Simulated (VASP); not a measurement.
Here is a VASP 6.6.1 calculation.

Contents of INCAR:

```
SYSTEM = Ge
  ALGO = Normal
  EDIFF = 1E-7
  ENCUT = 520
  ISIF = 2
  ISMEAR = 0
  LASPH = .True.
  LCHARG = .False.
  LREAL = .False.
  LWAVE = .False.
  NBANDS = 66
  NELM = 60
  PREC = Accurate
  SIGMA = 0.1
```

File KPOINTS:

```
k-points
0
Gamma
  6 6 2
  0 0 0
```

The input POSCAR:

```
Ge
1.0
    4.0031158800      0.0000000000      0.0000000000
   -2.0015579400      3.4668000500      0.0000000000
    0.0000000000      0.0000000000     13.1567068600
Ge
8
Direct
    0.0000000000      0.0000000000      0.4068511600
    0.0000000000      0.0000000000      0.5931488400
    0.0000000000      0.0000000000      0.9068511600
    0.0000000000      0.0000000000      0.0931488400
    0.3333333300      0.6666666700      0.3440584300
    0.6666666700      0.3333333300      0.6559415700
    0.6666666700      0.3333333300      0.8440584300
    0.3333333300      0.6666666700      0.1559415700
```

Potentials or basis: VASP PAW LDA potentials, release 64 (Ge_d).

The run is started by

```sh
$ cat potpaw_LDA.64/Ge_d/POTCAR > POTCAR
$ mpirun -np 1 vasp_std > vasp.out
```

Q: What does it give for the band gap on the k mesh?

A: 0.08 eV, direct.

Q: Predict the pressure.

A: -1.7 GPa.

Q: Estimate the largest force.

A: 0.017 eV/Å.

Stress tensor (GPa, compression positive):
```
-1.53  0.00  0.00
 0.00 -1.53  0.00
 0.00  0.00 -2.10
```

A k mesh can miss the band edges.
